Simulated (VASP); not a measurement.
# Sr (Fm-3m) in VASP: a series of runs

Sr is run at these levels: LDA; tasks: single point, relaxation of cell and atoms.

Program: VASP 6.6.1. These are calculated values, not measurements. Logs are shortened: lines on timing, memory, paths and dates and some standing lists are left out, and cuts for length are marked.

## (1) The cell of the first run

It takes space group Fm-3m (No. 225, cubic). The conventional cell has a = 5.799 Å, b = 5.799 Å, c = 5.799 Å, α = 90.00°, β = 90.00°, γ = 90.00°. Within 5.4 Å of Sr (site symmetry m-3m) lie 12 Sr at 4.10 Å.

## (2) Single point, LDA

The input, INCAR:

```
SYSTEM = Sr
PREC = Accurate
ENCUT = 500
EDIFF = 1E-6
ISMEAR = -1
SIGMA = 0.05
LREAL = .False.
LASPH = .True.
NELM = 120
ALGO = Normal
ISIF = 2
LWAVE = .False.
LCHARG = .True.
LELF = .True.
LVHAR = .True.
NBANDS = 11
GGA_COMPAT = .False.
```

The input, KPOINTS:

```
Automatic mesh
0
Gamma
  13 13 13
  0 0 0
```

The input, POSCAR:

```
Sr
1.0
    0.0000000000      2.8994894327      2.8994894327
    2.8994894327      0.0000000000      2.8994894327
    2.8994894327      2.8994894327      0.0000000000
Sr
1
Direct
    0.0000000000      0.0000000000      0.0000000000
```

Potentials or basis: VASP PAW LDA potentials, release 64 (Sr_sv).

Started as:

```
$ cat potpaw_LDA.64/Sr_sv/POTCAR > POTCAR
$ mpirun -np 1 vasp_std > vasp.out
```

OUTCAR:

```text
SYSTEM = Sr
   PREC = Accurate
   ENCUT = 500
   EDIFF = 1E-6
   ISMEAR = -1
   LREAL = .False.
   LASPH = .True.
   NELM = 120
   ISIF = 2

 ion  position               nearest neighbor table
   1  0.000  0.000  0.000-

  LATTYP: Found a face centered cubic cell.
 ALAT       =     5.7989788654

  Lattice vectors:

 A1 = (   0.0000000000,   2.8994894327,   2.8994894327)
 A2 = (   2.8994894327,   0.0000000000,   2.8994894327)
 A3 = (   2.8994894327,   2.8994894327,   0.0000000000)

Analysis of symmetry for initial positions (statically):
=====================================================================
 Subroutine PRICEL returns:
 Original cell was already a primitive cell.

 Routine SETGRP: Setting up the symmetry group for a
 face centered cubic supercell.

 Subroutine GETGRP returns: Found 48 space group operations
 (whereof 48 operations were pure point group operations)
 out of a pool of 48 trial point group operations.

The static configuration has the point symmetry O_h .

Analysis of symmetry for dynamics (positions and initial velocities):
=====================================================================
 Subroutine PRICEL returns:
 Original cell was already a primitive cell.

 Routine SETGRP: Setting up the symmetry group for a
 face centered cubic supercell.

 Subroutine GETGRP returns: Found 48 space group operations
 (whereof 48 operations were pure point group operations)
 out of a pool of 48 trial point group operations.

The dynamic configuration has the point symmetry O_h .

 Subroutine INISYM returns: Found 48 space group operations
 (whereof 48 operations are pure point group operations),
 and found     1 'primitive' translations

----------------------------------------------------------------------------------------

                                     Primitive cell

  volume of cell :      48.7522

  direct lattice vectors                    reciprocal lattice vectors
     0.000000000  2.899489433  2.899489433    -0.172444153  0.172444153  0.172444153
     2.899489433  0.000000000  2.899489433     0.172444153 -0.172444153  0.172444153
     2.899489433  2.899489433  0.000000000     0.172444153  0.172444153 -0.172444153

  length of vectors
     4.100497280  4.100497280  4.100497280     0.298682035  0.298682035  0.298682035

  position of ions in fractional coordinates (direct lattice)
     0.000000000  0.000000000  0.000000000

  ion indices of the primitive-cell ions
   primitive index   ion index
                 1           1

----------------------------------------------------------------------------------------

 KPOINTS: Automatic mesh

Automatic generation of k-mesh.
 Grid dimensions read from file:
 generate k-points for:   13   13   13

 Generating k-lattice:

  Cartesian coordinates                     Fractional coordinates (reciprocal lattice)
    -0.013264935  0.013264935  0.013264935     0.076923077  0.000000000  0.000000000
     0.013264935 -0.013264935  0.013264935     0.000000000  0.076923077  0.000000000
     0.013264935  0.013264935 -0.013264935     0.000000000  0.000000000  0.076923077

  Length of vectors
     0.022975541  0.022975541  0.022975541

  Shift w.r.t. Gamma in fractional coordinates (k-lattice)
     0.000000000  0.000000000  0.000000000

 Subroutine IBZKPT returns following result:
 ===========================================

 Found     84 irreducible k-points:

 Following reciprocal coordinates:
            Coordinates               Weight
  0.000000  0.000000  0.000000      1.000000
  0.076923  0.000000  0.000000      8.000000
  0.153846  0.000000  0.000000      8.000000
  0.230769  0.000000  0.000000      8.000000
  0.307692  0.000000  0.000000      8.000000
  0.384615  0.000000  0.000000      8.000000
[... 16 lines left out ...]
  0.384615  0.153846  0.000000     24.000000
  0.461538  0.153846  0.000000     24.000000
 [... further k-points ...]
   k-points           NKPTS =     84   k-points in BZ     NKDIM =     84   number of bands    NBANDS=     11
   number of dos      NEDOS =    301   number of ions     NIONS =      1
   total plane-waves  NPLWV =  27000
   dimension x,y,z NGX =    30 NGY =   30 NGZ =   30
   dimension x,y,z NGXF=    60 NGYF=   60 NGZF=   60
   ions per type =               1
   NGX,Y,Z   is equivalent  to a cutoff of  12.16, 12.16, 12.16 a.u.
   NGXF,Y,Z  is equivalent  to a cutoff of  24.33, 24.33, 24.33 a.u.
 SYSTEM =  Sr
   PREC   = accura    normal or accurate (medium, high low for compatibility)
   ISTART =      0    job   : 0-new  1-cont  2-samecut
   ICHARG =      2    charge: 1-file 2-atom 10-const
   ISPIN  =      1    spin polarized calculation?
   LNONCOLLINEAR =      F non collinear calculations
   LSORBIT =      F    spin-orbit coupling
   LASPH  =      T    aspherical Exc in radial PAW
   ENCUT  =  500.0 eV  36.75 Ry    6.06 a.u.   7.48  7.48  7.48*2*pi/ulx,y,z
   NELM   =    120;   NELMIN=  2; NELMDL= -5     # of ELM steps
   EDIFF  = 0.1E-05   stopping-criterion for ELM
   LREAL  =      F    real-space projection
   EDIFFG = 0.1E-04   stopping-criterion for IOM
   NSW    =      0    number of steps for IOM
   IBRION =     -1    ionic relax: 0-MD 1-quasi-New 2-CG
   NFREE  =      0    steps in history (QN), initial steepest desc. (CG)
   ISIF   =      2    stress and relaxation
   ISYM   =      2    0-nonsym 1-usesym 2-fastsym
   POTIM  = 0.5000    time-step for ionic-motion
   TEBEG  =    0.0;   TEEND  =   0.0 temperature during run
   PSTRESS=    0.0 pullay stress
   NELECT =      10.0000    total number of electrons
   NUPDOWN=      -1.0000    fix difference up-down
   EMIN   =  10.00;   EMAX   =-10.00  energy-range for DOS
   EFERMI =   0.00;   METHOD = LEGACY
   ISMEAR =    -1;   SIGMA  =   0.05  broadening in eV -4-tet -1-fermi 0-gaus
   EFERMI_NEDOS =   21; number of points for ismear=-14 and -15
   IALGO  =     38    algorithm
   IMIX   =      4    mixing-type and parameters
     AMIX     =   0.40;   BMIX     =  1.00
     AMIX_MAG =   1.60;   BMIX_MAG =  1.00
  volume/ion in A,a.u.               =      48.75       329.00
  Fermi-wavevector in a.u.,A,eV,Ry     =   0.965480  1.824493 12.682694  0.932152
  Thomas-Fermi vector in A             =   2.095200
   LORBIT       =      0    0 simple, 1 ext, 2 COOP (PROOUT), +10 PAW based schemes
   GGA     = CA    functional components
   LHFCALC =     F    Hartree Fock is set to
   AEXX    =    0.0000 exact exchange contribution
   IVDW    =     0    specifies the selected vdW correction
   LEPSILON=     F    determine dielectric tensor
   LRPA    =     F    only Hartree local field effects (RPA)
 non-spin polarized calculation
  energy-cutoff  :      500.00
  volume of cell :       48.75
 maximum number of plane-waves:      1266
 NGX is ok and might be reduce to    30
   NGX = 15   NGY = 15   NGZ = 15

 number of electron      10.0000000 magnetization

 Free energy of the ion-electron system (eV)
  ---------------------------------------------------
  ext. energy  EPLUGINS =         0.00000000
  ---------------------------------------------------
  free energy    TOTEN  =        -1.90148018 eV

  energy without entropy =       -1.89296655  energy(sigma->0) =       -1.89722336

 E-fermi :   1.8758     XC(G=0):  -7.9435

 val. band max:        1.8745863400   @ k =  -0.3846   0.3077   0.0000
 cond. band min:       1.9156762942   @ k =  -0.3846   0.3077   0.0769
 fundamental gap:      0.0410899542
 Fermi energy:         1.8757819034

 k-point     1 :       0.0000    0.0000    0.0000
  band No.  band energies     occupation
      1     -34.3853      2.00000
      2     -16.3390      2.00000
      3     -16.3390      2.00000
      4     -16.3390      2.00000
      5      -1.9933      2.00000
      6       4.2149      0.00000
      7       4.2149      0.00000
      8       4.2149      0.00000
      9       5.8751      0.00000
     10       5.8751      0.00000
     11       9.3914      0.00000

 k-point     2 :       0.0769    0.0000    0.0000
  band No.  band energies     occupation
      1     -34.3839      2.00000
      2     -16.3573      2.00000
      3     -16.3414      2.00000
      4     -16.3414      2.00000
      5      -1.8849      2.00000
      6       4.0549      0.00000
      7       4.2673      0.00000
      8       4.2673      0.00000
      9       5.8043      0.00000
     10       5.8043      0.00000
     11       9.6706      0.00000

 k-point     3 :       0.1538    0.0000    0.0000
  band No.  band energies     occupation
      1     -34.3799      2.00000
      2     -16.4077      2.00000
      3     -16.3479      2.00000
      4     -16.3479      2.00000
      5      -1.5707      2.00000
      6       3.6706      0.00000
      7       4.3793      0.00000
      8       4.3793      0.00000
      9       5.6869      0.00000
     10       5.6869      0.00000
     11      10.0361      0.00000

 k-point     4 :       0.2308    0.0000    0.0000
  band No.  band energies     occupation
      1     -34.3742      2.00000
      2     -16.4774      2.00000
      3     -16.3572      2.00000
      4     -16.3572      2.00000
      5      -1.0848      2.00000
      6       3.2187      0.00000
      7       4.4099      0.00000
      8       4.4099      0.00000
      9       5.7525      0.00000
     10       5.7525      0.00000
     11       9.3650      0.00000
[... 239 lines left out ...]
 k-point    22 :       0.3077    0.1538    0.0000
  band No.  band energies     occupation
      1     -34.3684      2.00000
      2     -16.5102      2.00000
      3     -16.3855      2.00000
      4     -16.3840      2.00000
      5      -0.5597      2.00000
      6       2.8921      0.00000
      7       3.9911      0.00000
      8       4.6814      0.00000
      9       5.3669      0.00000
     10       6.4574      0.00000
     11       9.7843      0.00000

 k-point    23 :       0.3846    0.1538    0.0000
  band No.  band energies     occupation
      1     -34.3632      2.00000
      2     -16.5667      2.00000
      3     -16.3987      2.00000
      4     -16.3932      2.00000
      5       0.0422      2.00000
      6       2.5675      0.00000
      7       3.7033      0.00000
      8       4.5832      0.00000
      9       5.9350      0.00000
     10       6.8427      0.00000
     11       8.8751      0.00000

 k-point    24 :       0.4615    0.1538    0.0000
  band No.  band energies     occupation
      1     -34.3593      2.00000
      2     -16.6073      2.00000
      3     -16.4137      2.00000
      4     -16.3959      2.00000
      5       0.6314      2.00000
      6       2.2517      0.00108
      7       3.5695      0.00000
      8       4.4565      0.00000
      9       6.5430      0.00000
     10       7.1232      0.00000
     11       8.0794      0.00000

 [... further k-points ...]

------------------------ aborting loop because EDIFF is reached ----------------------------------------

  FORCE on cell =-STRESS in cart. coord.  units (eV):
  Direction    XX          YY          ZZ          XY          YZ          ZX
  --------------------------------------------------------------------------------------
  -------------------------------------------------------------------------------------
  Total       -0.0149092     -0.0149092     -0.0149092     -0.0000000     -0.0000000     -0.0000000
  in kB       -0.4899697     -0.4899697     -0.4899697     -0.0000000     -0.0000000     -0.0000000
  external PRESSURE =      -0.4899697 kB  Pullay stress =       0.0000000 kB

 VOLUME and BASIS-vectors are now :
 -----------------------------------------------------------------------------
  energy-cutoff  :      500.00
  volume of cell :       48.75
      direct lattice vectors                 reciprocal lattice vectors
     0.000000000  2.899489433  2.899489433    -0.172444153  0.172444153  0.172444153
     2.899489433  0.000000000  2.899489433     0.172444153 -0.172444153  0.172444153
     2.899489433  2.899489433  0.000000000     0.172444153  0.172444153 -0.172444153

 POSITION                                       TOTAL-FORCE (eV/Angst)
 -----------------------------------------------------------------------------------
      0.00000      0.00000      0.00000        -0.000000      0.000000      0.000000
 -----------------------------------------------------------------------------------
    total drift:                               -0.000000     -0.000000     -0.000000

  FREE ENERGIE OF THE ION-ELECTRON SYSTEM (eV)
  ---------------------------------------------------
  free  energy   TOTEN  =        -1.9014801765 eV

  energy  without entropy=       -1.8929665487  energy(sigma->0) =       -1.89722336
```

It took 21 s on 1 thread of AMD EPYC 9R45 (Zen 5), shared host; peak memory 0.14 GiB.

What came out:

- Free energy: -1.9015 eV
- Pressure: 0.0 GPa

## (3) Relaxation of cell and atoms, LDA

This run uses another cell than the first one, of 56.32 Å³/atom.

The input, INCAR:

```
PREC = Accurate
ENCUT = 500
EDIFF = 1E-7
ISMEAR = -1
SIGMA = 0.05
LREAL = F
LASPH = T
NELM = 120
ALGO = Normal
ISIF = 3
LWAVE = F
LCHARG = F
IBRION = 2
NSW = 60
EDIFFG = -0.01
GGA_COMPAT = F
NELMIN = 4
```

The input, KPOINTS:

```
Automatic mesh
0
Gamma
  13 13 13
```

The input, POSCAR:

```
Sr
1.0
    0.0000000000      3.0423500000      3.0423500000
    3.0423500000      0.0000000000      3.0423500000
    3.0423500000      3.0423500000      0.0000000000
Sr
1
Direct
    0.0000000000      0.0000000000      0.0000000000
```

Potentials or basis: VASP PAW LDA potentials, release 64 (Sr_sv).

Started as:

```
$ cat potpaw_LDA.64/Sr_sv/POTCAR > POTCAR
$ mpirun -np 1 vasp_std > vasp.out
```

Run time: 62 s. Hardware: 1 thread of AMD EPYC 9R45 (Zen 5), shared host; peak memory 0.16 GiB.

The run converged. Its results:

```yaml
Free_energy: -1.9019 eV
Relaxed_volume: 48.59 Å³/atom
Relaxed_cell: a = 4.096 Å, b = 4.096 Å, c = 4.096 Å, α = 60.00°, β = 60.00°, γ = 60.00°
Space_group_after_relaxing_to_0.1_Å: Fm-3m (No. 225)
Energy_gained_by_relaxing: 42.8 meV/atom
Ionic_steps: 4
Pressure_after_relaxing: 0.0 GPa
```

Step by step:
```tsv
step	energy change (eV)	largest force (eV/Å)	pressure (GPa)	volume (Å³)
1	0.0000	0.0000	-1.59	56.32
2	-0.0341	0.0000	-0.82	51.88
3	-0.0427	0.0000	-0.10	48.98
4	-0.0428	0.0000	0.00	48.59
```

Final structure:
```
Sr
1.0
     0.00000    2.89634    2.89634
     2.89634    0.00000    2.89634
     2.89634    2.89634    0.00000
Sr
1
Direct
  0.00000 0.00000 0.00000
```

Levels at points of the mesh, in eV from the Fermi level:
```csv
k point,band 2,band 3,band 4,band 5,band 6,band 7,band 8,band 9
"(0.00, 0.00, 0.00)",-18.21,-18.21,-18.21,-3.87,2.34,2.34,2.34,4.01
```

LDA usually gives volumes a few per cent too small. Zero-point motion and thermal expansion aren't in these numbers.
